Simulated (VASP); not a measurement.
# SiO2 (Fddd) in VASP: a series of runs, part 2 of 2

VASP 6.6.1.

## 4. Single point, r2SCAN (12.01 Å³/atom)

This run uses another cell than the first one, of 12.01 Å³/atom.

Contents of POSCAR:

```
SiO2
1.0
    0.0000000000      4.4683533001      7.2085786475
    2.2373618747      0.0000000000      7.2085786475
    2.2373618747      4.4683533001      0.0000000000
Si O
4 8
Direct
    0.5609879571      0.5609879571      0.9390120429
    0.3109879571      0.3109879571      0.6890120429
    0.6890120429      0.6890120429      0.3109879571
    0.9390120429      0.9390120429      0.5609879571
    0.6250000000      0.1250000000      0.6250000000
    0.6250000000      0.6250000000      0.1250000000
    0.6250000000      0.6250000000      0.6250000000
    0.1250000000      0.6250000000      0.6250000000
    0.1702838630      0.8297161370      0.1702838630
    0.8297161370      0.1702838630      0.8297161370
    0.4202838630      0.0797161370      0.4202838630
    0.0797161370      0.4202838630      0.0797161370
```

Contents of INCAR.step1:

```
ALGO = Normal ; EDIFF = 1E-4
ENCUT = 520 ; GGA = PE
ISMEAR = 0 ; LASPH = True
LCHARG = False ; LREAL = False
LWAVE = True ; NBANDS = 44
NELM = 80 ; PREC = Accurate
SIGMA = 0.02
```

Contents of INCAR.step2:

```
ALGO = Normal ; EDIFF = 1E-6
ENCUT = 520 ; ISIF = 2
ISMEAR = 0 ; ISTART = 1
LASPH = True ; LCHARG = False
LMIXTAU = True ; LREAL = False
LWAVE = False ; METAGGA = R2SCAN
NBANDS = 44 ; NELM = 80
PREC = Accurate ; SIGMA = 0.02
```

Contents of KPOINTS:

```
k-points
0
Gamma
  6 6 6
```

Potentials or basis: VASP PAW PBE potentials, release 64 (Si, O).

The run is started by

```console
cat potpaw_PBE.64/Si/POTCAR potpaw_PBE.64/O/POTCAR > POTCAR
cp INCAR.step1 INCAR
mpirun -np 1 vasp_std > vasp.out
cp INCAR.step2 INCAR
mpirun -np 1 vasp_std > vasp.out
```

OUTCAR:

```text
EDIFF = 1E-6
   ENCUT = 520
   ISIF = 2
   ISMEAR = 0
   ISTART = 1
   LASPH = True
   LREAL = False
   METAGGA = R2SCAN
   NELM = 80
   PREC = Accurate

 ion  position               nearest neighbor table
   1  0.561  0.561  0.939-   6 1.55   7 1.55   9 1.59  10 1.59   4 2.85   4 2.85   3 3.11   3 3.11

   2  0.311  0.311  0.689-   5 1.55   8 1.55  11 1.59  12 1.59   3 2.85   3 2.85   4 3.11   4 3.11

   3  0.689  0.689  0.311-   6 1.55   7 1.55  12 1.59  11 1.59   2 2.85   2 2.85   1 3.11   1 3.11

   4  0.939  0.939  0.561-   5 1.55   8 1.55   9 1.59  10 1.59   1 2.85   1 2.85   2 3.11   2 3.11

   5  0.625  0.125  0.625-   2 1.55   4 1.55
   6  0.625  0.625  0.125-   1 1.55   3 1.55
   7  0.625  0.625  0.625-   1 1.55   3 1.55
   8  0.125  0.625  0.625-   2 1.55   4 1.55
   9  0.170  0.830  0.170-   1 1.59   4 1.59
  10  0.830  0.170  0.830-   1 1.59   4 1.59
  11  0.420  0.080  0.420-   2 1.59   3 1.59
  12  0.080  0.420  0.080-   3 1.59   2 1.59

  LATTYP: Found a face centered orthorhombic cell.
 ALAT       =     4.4747237494
 B/A-ratio  =     1.9971526961
 C/A-ratio  =     3.2219100223

  Lattice vectors:

 A1 = (   0.0000000000,   4.4683533001,   7.2085786475)
 A2 = (   2.2373618747,   0.0000000000,   7.2085786475)
 A3 = (   2.2373618747,   4.4683533001,   0.0000000000)

Analysis of symmetry for initial positions (statically):
=====================================================================
 Subroutine PRICEL returns:
 Original cell was already a primitive cell.

 Routine SETGRP: Setting up the symmetry group for a
 face centered orthorhombic supercell.

 Subroutine GETGRP returns: Found  8 space group operations
 (whereof  4 operations were pure point group operations)
 out of a pool of  8 trial point group operations.

[... 157 lines left out ...]
  volume/ion in A,a.u.               =      12.01        81.05
  Fermi-wavevector in a.u.,A,eV,Ry     =   1.248956  2.360184 21.223596  1.559890
  Thomas-Fermi vector in A             =   2.383018
   LORBIT       =      0    0 simple, 1 ext, 2 COOP (PROOUT), +10 PAW based schemes
   METAGGA = R2SCAN    functional components
   LHFCALC =     F    Hartree Fock is set to
   AEXX    =    0.0000 exact exchange contribution
   IVDW    =     0    specifies the selected vdW correction
   LEPSILON=     F    determine dielectric tensor
   LRPA    =     F    only Hartree local field effects (RPA)
 non-spin polarized calculation
 Gauss-broadening in eV      SIGMA  =   0.02
  energy-cutoff  :      520.00
  volume of cell :      144.13
 maximum number of plane-waves:      3922
   NGX = 31   NGY = 29   NGZ = 19

 number of electron      64.0000006 magnetization

 Free energy of the ion-electron system (eV)
  ---------------------------------------------------
  ext. energy  EPLUGINS =         0.00000000
  ---------------------------------------------------
  free energy    TOTEN  =      -117.92561848 eV

  energy without entropy =     -117.92561848  energy(sigma->0) =     -117.92561848

 E-fermi :   1.1482     XC(G=0):  -9.8657

 val. band max:        1.0570162196   @ k =   0.0000   0.0000   0.0000
 cond. band min:       7.6914566461   @ k =   0.0000   0.0000   0.0000
 fundamental gap:      6.6344404265
 Fermi energy:         1.1481568457

 k-point     1 :       0.0000    0.0000    0.0000
  band No.  band energies     occupation
      1     -19.8963      2.00000
      2     -18.8629      2.00000
      3     -18.8420      2.00000
      4     -17.6430      2.00000
      5     -17.5533      2.00000
      6     -17.5144      2.00000
[... 1117 lines left out ...]
     43      15.2373      0.00000
     44      15.3036      0.00000

 [... further k-points ...]
[... 5 lines left out ...]
  --------------------------------------------------------------------------------------
  -------------------------------------------------------------------------------------
  Total       17.6317394     17.2640397     17.5340921      0.0000000      0.0000000      0.0000000
  in kB      195.9938152    191.9064773    194.9083706      0.0000000      0.0000000      0.0000000
  external PRESSURE =     194.2695543 kB  Pullay stress =       0.0000000 kB

 VOLUME and BASIS-vectors are now :
 -----------------------------------------------------------------------------
  energy-cutoff  :      520.00
  volume of cell :      144.13
      direct lattice vectors                 reciprocal lattice vectors
     0.000000000  4.468353300  7.208578648    -0.223477483  0.111898045  0.069361801
     2.237361875  0.000000000  7.208578648     0.223477483 -0.111898045  0.069361801
     2.237361875  4.468353300  0.000000000     0.223477483  0.111898045 -0.069361801

 POSITION                                       TOTAL-FORCE (eV/Angst)
 -----------------------------------------------------------------------------------
      3.35604      6.70253      8.08785        -0.000000      0.000000      0.075187
      2.23736      4.46835      4.48356         0.000000      0.000000      0.075187
      2.23736      4.46835      9.93360         0.000000      0.000000     -0.075187
      3.35604      6.70253     13.53788        -0.000000      0.000000     -0.075187
      1.67802      5.58544      5.40643        -0.000000      0.000000      0.000000
      1.67802      3.35126      9.01072         0.000000     -0.000000      0.000000
      2.79670      5.58544      9.01072        -0.000000      0.000000      0.000000
      2.79670      3.35126      5.40643         0.000000      0.000000      0.000000
      2.23736      1.52178      7.20858        -0.000000     -0.008770      0.000000
      2.23736      7.41493      7.20858        -0.000000      0.008770      0.000000
      1.11868      3.75595      3.60429         0.000000     -0.008770      0.000000
      1.11868      0.71240      3.60429         0.000000      0.008770      0.000000
 -----------------------------------------------------------------------------------
    total drift:                               -0.000000     -0.000000      0.000000

  FREE ENERGIE OF THE ION-ELECTRON SYSTEM (eV)
  ---------------------------------------------------
  free  energy   TOTEN  =      -117.9256184751 eV

  energy  without entropy=     -117.9256184751  energy(sigma->0) =     -117.92561848
```

Run time: 58 min. Hardware: 1 thread of Intel Xeon 8259CL, shared host; peak memory 0.52 GiB.

What came out:

| Quantity | Value |
| --- | --- |
| Free energy | -117.9256 eV |
| Pressure | 19.4 GPa |
| Largest force | 0.075 eV/Å |
| Band gap on the k mesh | 6.63 eV |

Forces in eV/Å, atoms in the order of the input:
```
Si   0.000  0.000  0.075
Si   0.000  0.000  0.075
Si   0.000  0.000 -0.075
Si   0.000  0.000 -0.075
O    0.000  0.000  0.000
O    0.000  0.000  0.000
O    0.000  0.000  0.000
O    0.000  0.000  0.000
O    0.000 -0.009  0.000
O    0.000  0.009  0.000
O    0.000 -0.009  0.000
O    0.000  0.009  0.000
```

Stress tensor (GPa, compression positive):
```
19.60  0.00  0.00
 0.00 19.19  0.00
 0.00  0.00 19.49
```

Caveat: the cell stands under pressure; the PAW data sets were made with another functional, which shifts forces and pressure a little. A k mesh can miss the band edges.

## 5. The runs side by side

| cell | gap on the mesh (eV) | pressure (GPa) | largest force (eV/Å) |
| --- | --- | --- | --- |
| a = 8.691, b = 7.691, c = 5.226 Å, angles 82.2, 61.2, 36.6°, 12 atoms, atomic positions A | 6.52 | 3.2 | 0.05 |
| a = 8.673, b = 7.678, c = 5.209 Å, angles 82.2, 61.3, 36.5°, 12 atoms, atomic positions A | 6.54 | 4.3 | 0.05 |
| a = 8.481, b = 7.548, c = 4.997 Å, angles 82.4, 61.9, 35.7°, 12 atoms, atomic positions B | 6.63 | 19.4 | 0.08 |

Alike in all rows: task single point; level r2SCAN; potentials or basis VASP PAW PBE potentials, release 64 (Si, O); no spin polarisation; k mesh 6 × 6 × 6; cutoff (eV) 520; smearing gaussian 0.02 eV.

Caveats: the cell stands under pressure; the PAW data sets were made with another functional, which shifts forces and pressure a little.

Total energies depend on the potentials used, so only differences within one code and one set of settings carry meaning.
